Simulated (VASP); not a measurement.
# AlRu in VASP: further runs, part 3 of 3

VASP 6.6.1. Earlier steps stand in the parts before.

## 6. Single point, r2SCAN (strain -0.025 along x and y, -0.050 along z)

Contents of POSCAR:

```
AlRu
1.0
    2.9168100000      0.0000000000      0.0000000000
    0.0000000000      2.9168100000      0.0000000000
    0.0000000000      0.0000000000      2.8420200000
Al Ru
1 1
Direct
    0.0000000000      0.0000000000      0.0000000000
    0.5000000000      0.5000000000      0.5000000000
```

Contents of INCAR.step1:

```
SYSTEM = AlRu
ALGO     = Normal         ! electronic algorithm
EDIFF    = 1E-4           ! SCF threshold, eV
ENCUT    = 520            ! plane-wave cutoff, eV
GGA      = PE             ! functional
ISMEAR   = 0              ! smearing method
LASPH    = .True.         ! aspherical terms in the spheres
LCHARG   = .False.        ! write CHGCAR
LREAL    = .False.        ! projectors in reciprocal space
LWAVE    = .True.         ! write WAVECAR
NBANDS   = 16             ! bands
NELM     = 100            ! most SCF steps
PREC     = Accurate       ! precision mode
SIGMA    = 0.15           ! smearing width, eV
```

Contents of INCAR.step2:

```
SYSTEM = AlRu
ALGO     = Normal         ! electronic algorithm
EDIFF    = 1E-7           ! SCF threshold, eV
ENCUT    = 520            ! plane-wave cutoff, eV
ISIF     = 2              ! what is computed and relaxed
ISMEAR   = 0              ! smearing method
ISTART   = 1            
LASPH    = .True.         ! aspherical terms in the spheres
LCHARG   = .False.        ! write CHGCAR
LMIXTAU  = .True.       
LREAL    = .False.        ! projectors in reciprocal space
LWAVE    = .False.        ! write WAVECAR
METAGGA  = R2SCAN         ! meta-GGA
NBANDS   = 16             ! bands
NELM     = 100            ! most SCF steps
PREC     = Accurate       ! precision mode
SIGMA    = 0.15           ! smearing width, eV
```

Contents of KPOINTS:

```
k-points
0
Gamma
  16 16 16
  0 0 0
```

Potentials or basis: VASP PAW PBE potentials, release 64 (Al, Ru_pv).

Started as:

```console
$ cat potpaw_PBE.64/Al/POTCAR potpaw_PBE.64/Ru_pv/POTCAR > POTCAR
$ cp INCAR.step1 INCAR
$ mpirun -np 1 vasp_std > vasp.out
$ cp INCAR.step2 INCAR
$ mpirun -np 1 vasp_std > vasp.out
```

OUTCAR:

```text
SYSTEM = AlRu
   EDIFF = 1E-7
   ENCUT = 520
   ISIF = 2
   ISMEAR = 0
   ISTART = 1
   LASPH = .True.
   LREAL = .False.
   METAGGA = R2SCAN
   NELM = 100
   PREC = Accurate

 ion  position               nearest neighbor table
   1  0.000  0.000  0.000-   2 2.50   2 2.50   2 2.50   2 2.50   2 2.50   2 2.50   2 2.50   2 2.50

   2  0.500  0.500  0.500-   1 2.50   1 2.50   1 2.50   1 2.50   1 2.50   1 2.50   1 2.50   1 2.50

  LATTYP: Found a simple tetragonal cell.
 ALAT       =     2.9168100000
 C/A-ratio  =     0.9743589744

  Lattice vectors:

 A1 = (   2.9168100000,   0.0000000000,   0.0000000000)
 A2 = (   0.0000000000,   2.9168100000,   0.0000000000)
 A3 = (   0.0000000000,   0.0000000000,   2.8420200000)

Analysis of symmetry for initial positions (statically):
=====================================================================
 Subroutine PRICEL returns:
 Original cell was already a primitive cell.

 Routine SETGRP: Setting up the symmetry group for a
 simple tetragonal supercell.

 Subroutine GETGRP returns: Found 16 space group operations
 (whereof 16 operations were pure point group operations)
 out of a pool of 16 trial point group operations.

The static configuration has the point symmetry D_4h.

Analysis of symmetry for dynamics (positions and initial velocities):
=====================================================================
 Subroutine PRICEL returns:
 Original cell was already a primitive cell.

 Routine SETGRP: Setting up the symmetry group for a
 simple tetragonal supercell.

 Subroutine GETGRP returns: Found 16 space group operations
 (whereof 16 operations were pure point group operations)
 out of a pool of 16 trial point group operations.

The dynamic configuration has the point symmetry D_4h.

 Subroutine INISYM returns: Found 16 space group operations
 (whereof 16 operations are pure point group operations),
 and found     1 'primitive' translations

----------------------------------------------------------------------------------------

                                     Primitive cell

  volume of cell :      24.1793

  direct lattice vectors                    reciprocal lattice vectors
     2.916810000  0.000000000  0.000000000     0.342840295  0.000000000  0.000000000
     0.000000000  2.916810000  0.000000000     0.000000000  0.342840295  0.000000000
     0.000000000  0.000000000  2.842020000     0.000000000  0.000000000  0.351862408

  length of vectors
     2.916810000  2.916810000  2.842020000     0.342840295  0.342840295  0.351862408

  position of ions in fractional coordinates (direct lattice)
     0.000000000  0.000000000  0.000000000
     0.500000000  0.500000000  0.500000000

  ion indices of the primitive-cell ions
   primitive index   ion index
                 1           1
                 2           2

----------------------------------------------------------------------------------------

 KPOINTS: k-points

Automatic generation of k-mesh.
 Grid dimensions read from file:
 generate k-points for:   16   16   16

 Generating k-lattice:

  Cartesian coordinates                     Fractional coordinates (reciprocal lattice)
     0.021427518  0.000000000  0.000000000     0.062500000  0.000000000  0.000000000
     0.000000000  0.021427518  0.000000000     0.000000000  0.062500000  0.000000000
     0.000000000  0.000000000  0.021991400     0.000000000  0.000000000  0.062500000

  Length of vectors
     0.021427518  0.021427518  0.021991400

  Shift w.r.t. Gamma in fractional coordinates (k-lattice)
     0.000000000  0.000000000  0.000000000

 Subroutine IBZKPT returns following result:
 ===========================================

 Found    405 irreducible k-points:

 Following reciprocal coordinates:
            Coordinates               Weight
  0.000000  0.000000  0.000000      1.000000
  0.062500  0.000000  0.000000      4.000000
  0.125000  0.000000  0.000000      4.000000
  0.187500  0.000000  0.000000      4.000000
  0.250000  0.000000  0.000000      4.000000
  0.312500  0.000000  0.000000      4.000000
[... 16 lines left out ...]
  0.437500  0.125000  0.000000      8.000000
  0.500000  0.125000  0.000000      4.000000
 [... further k-points ...]
   k-points           NKPTS =    405   k-points in BZ     NKDIM =    405   number of bands    NBANDS=     16
   number of dos      NEDOS =    301   number of ions     NIONS =      2
   total plane-waves  NPLWV =  13824
   dimension x,y,z NGX =    24 NGY =   24 NGZ =   24
   dimension x,y,z NGXF=    48 NGYF=   48 NGZF=   48
   ions per type =               1   1
   NGX,Y,Z   is equivalent  to a cutoff of  13.68, 13.68, 14.04 a.u.
   NGXF,Y,Z  is equivalent  to a cutoff of  27.36, 27.36, 28.08 a.u.
 SYSTEM =  AlRu
   PREC   = accura    normal or accurate (medium, high low for compatibility)
   ISTART =      1    job   : 0-new  1-cont  2-samecut
   ICHARG =      0    charge: 1-file 2-atom 10-const
   ISPIN  =      1    spin polarized calculation?
   LNONCOLLINEAR =      F non collinear calculations
   LSORBIT =      F    spin-orbit coupling
   LASPH  =      T    aspherical Exc in radial PAW
   ENCUT  =  520.0 eV  38.22 Ry    6.18 a.u.   5.42  5.42  5.28*2*pi/ulx,y,z
   NELM   =    100;   NELMIN=  2; NELMDL=  0     # of ELM steps
   EDIFF  = 0.1E-06   stopping-criterion for ELM
   LREAL  =      F    real-space projection
   EDIFFG = 0.1E-05   stopping-criterion for IOM
   NSW    =      0    number of steps for IOM
   IBRION =     -1    ionic relax: 0-MD 1-quasi-New 2-CG
   NFREE  =      0    steps in history (QN), initial steepest desc. (CG)
   ISIF   =      2    stress and relaxation
   ISYM   =      2    0-nonsym 1-usesym 2-fastsym
   POTIM  = 0.5000    time-step for ionic-motion
   TEBEG  =    0.0;   TEEND  =   0.0 temperature during run
   PSTRESS=    0.0 pullay stress
   NELECT =      17.0000    total number of electrons
   NUPDOWN=      -1.0000    fix difference up-down
   EMIN   =  10.00;   EMAX   =-10.00  energy-range for DOS
   EFERMI =   0.00;   METHOD = LEGACY
   ISMEAR =     0;   SIGMA  =   0.15  broadening in eV -4-tet -1-fermi 0-gaus
   EFERMI_NEDOS =   21; number of points for ismear=-14 and -15
   IALGO  =     38    algorithm
   IMIX   =      4    mixing-type and parameters
     AMIX     =   0.40;   BMIX     =  1.00
     AMIX_MAG =   1.60;   BMIX_MAG =  1.00
  volume/ion in A,a.u.               =      12.09        81.58
  Fermi-wavevector in a.u.,A,eV,Ry     =   1.455716  2.750904 28.832231  2.119109
  Thomas-Fermi vector in A             =   2.572718
   LORBIT       =      0    0 simple, 1 ext, 2 COOP (PROOUT), +10 PAW based schemes
   METAGGA = R2SCAN    functional components
   LHFCALC =     F    Hartree Fock is set to
   AEXX    =    0.0000 exact exchange contribution
   IVDW    =     0    specifies the selected vdW correction
   LEPSILON=     F    determine dielectric tensor
   LRPA    =     F    only Hartree local field effects (RPA)
 non-spin polarized calculation
 Gauss-broadening in eV      SIGMA  =   0.15
  energy-cutoff  :      520.00
  volume of cell :       24.18
 maximum number of plane-waves:       667
 NGX is ok and might be reduce to    24
   NGX = 11   NGY = 11   NGZ = 11

 number of electron      17.0000000 magnetization

 Free energy of the ion-electron system (eV)
  ---------------------------------------------------
  ext. energy  EPLUGINS =         0.00000000
  ---------------------------------------------------
  free energy    TOTEN  =       -33.43622583 eV

  energy without entropy =      -33.42075414  energy(sigma->0) =      -33.42848999

 E-fermi :  12.1022     XC(G=0): -14.1956

 val. band max:       12.0998492600   @ k =   0.0625   0.0000   0.1250
 cond. band min:      12.1070944474   @ k =   0.1875   0.1250   0.0000
 fundamental gap:      0.0072451874
 Fermi energy:        12.1021511654

 k-point     1 :       0.0000    0.0000    0.0000
  band No.  band energies     occupation
      1     -31.0401      2.00000
      2     -31.0401      2.00000
      3     -30.9937      2.00000
      4       1.2846      2.00000
      5       7.7633      2.00000
      6       7.7731      2.00000
[... 8 lines left out ...]
     15      24.2650      0.00000
     16      30.6828      0.00000
[... 419 lines left out ...]
 k-point    24 :       0.5000    0.1250    0.0000
  band No.  band energies     occupation
      1     -31.3459      2.00000
      2     -31.0571      2.00000
      3     -30.9636      2.00000
      4       5.7333      2.00000
      5       5.9587      2.00000
      6       8.9205      2.00000
[... 8 lines left out ...]
     15      25.6028      0.00000
     16      27.0077      0.00000

 [... further k-points ...]
[... 5 lines left out ...]
  --------------------------------------------------------------------------------------
  -------------------------------------------------------------------------------------
  Total        3.5288104      3.5288104      4.5138850      0.0000000      0.0000000      0.0000000
  in kB      233.8274536    233.8274536    299.1008574      0.0000000      0.0000000      0.0000000
  external PRESSURE =     255.5852549 kB  Pullay stress =       0.0000000 kB

 VOLUME and BASIS-vectors are now :
 -----------------------------------------------------------------------------
  energy-cutoff  :      520.00
  volume of cell :       24.18
      direct lattice vectors                 reciprocal lattice vectors
     2.916810000  0.000000000  0.000000000     0.342840295  0.000000000  0.000000000
     0.000000000  2.916810000  0.000000000     0.000000000  0.342840295  0.000000000
     0.000000000  0.000000000  2.842020000     0.000000000  0.000000000  0.351862408

 POSITION                                       TOTAL-FORCE (eV/Angst)
 -----------------------------------------------------------------------------------
      0.00000      0.00000      0.00000         0.000000      0.000000      0.000000
      1.45840      1.45840      1.42101         0.000000      0.000000      0.000000
 -----------------------------------------------------------------------------------
    total drift:                                0.000000     -0.000000     -0.000000

  FREE ENERGIE OF THE ION-ELECTRON SYSTEM (eV)
  ---------------------------------------------------
  free  energy   TOTEN  =       -33.4362258308 eV

  energy  without entropy=      -33.4207541424  energy(sigma->0) =      -33.42848999
```

Wall time 2.3 min (1 thread of Intel Xeon 6975P-C (Granite Rapids), shared host); peak memory 0.27 GiB.

Results:

```yaml
Free_energy: -33.4362 eV
Pressure: 25.6 GPa
Band_gap_on_the_k_mesh: zero (an odd number of electrons rules out a gap without spin polarisation)
```

Stress tensor (GPa, compression positive):
```
23.38  0.00  0.00
 0.00 23.38  0.00
 0.00  0.00 29.91
```

Levels at points of the mesh, in eV from the Fermi level:
```tsv
k point	band 6	band 7	band 8	band 9	band 10	band 11	band 12	band 13
(0.00, 0.00, 0.00)	-4.33	0.04	0.26	0.26	6.73	6.73	7.65	10.46
(0.50, 0.00, 0.00)	-3.37	-2.08	-1.71	0.55	2.74	7.62	10.46	11.90
(0.50, 0.50, 0.00)	-1.66	-1.66	-1.29	-1.29	1.85	6.11	7.71	10.47
(0.00, 0.00, 0.50)	-3.23	-2.09	-2.09	0.40	3.25	7.59	10.46	11.89
(0.50, 0.00, 0.50)	-1.64	-1.60	-1.54	-1.38	2.03	6.53	7.95	10.47
(0.50, 0.50, 0.50)	-5.53	1.99	2.20	3.85	4.51	4.51	4.74	9.71
```

Caveat: the cell differs from its parent crystal (strain -0.025 along x and y, -0.050 along z); the stress differs along the axes, from 23 to 30 GPa; the PAW data sets were made with another functional, which shifts forces and pressure a little.

## 7. The runs side by side

```csv
cell,gap on the mesh (eV),pressure (GPa)
"a = 3.066 Å, 2 atoms",none,-15.3
"a = 3.141 Å, 2 atoms",none,-24.4
"a = 2.842, b = 2.842, c = 2.917 Å, 2 atoms",none,34.5
"a = 2.842, b = 2.842, c = 2.992 Å, 2 atoms",none,26.0
"a = 2.917, b = 2.917, c = 2.842 Å, 2 atoms",none,25.6
```

Alike in all rows: task single point; level r2SCAN; potentials or basis VASP PAW PBE potentials, release 64 (Al, Ru_pv); no spin polarisation; k mesh 16 × 16 × 16; cutoff (eV) 520; smearing gaussian 0.15 eV.

Caveats: the PAW data sets were made with another functional, which shifts forces and pressure a little; the cell stands under tension (at least some runs); the stress differs along the axes, from 30 to 37 GPa (at least some runs); the stress differs along the axes, from 18 to 30 GPa (at least some runs); the stress differs along the axes, from 23 to 30 GPa (at least some runs).

Absolute energies hang on the potentials; compare differences alone.
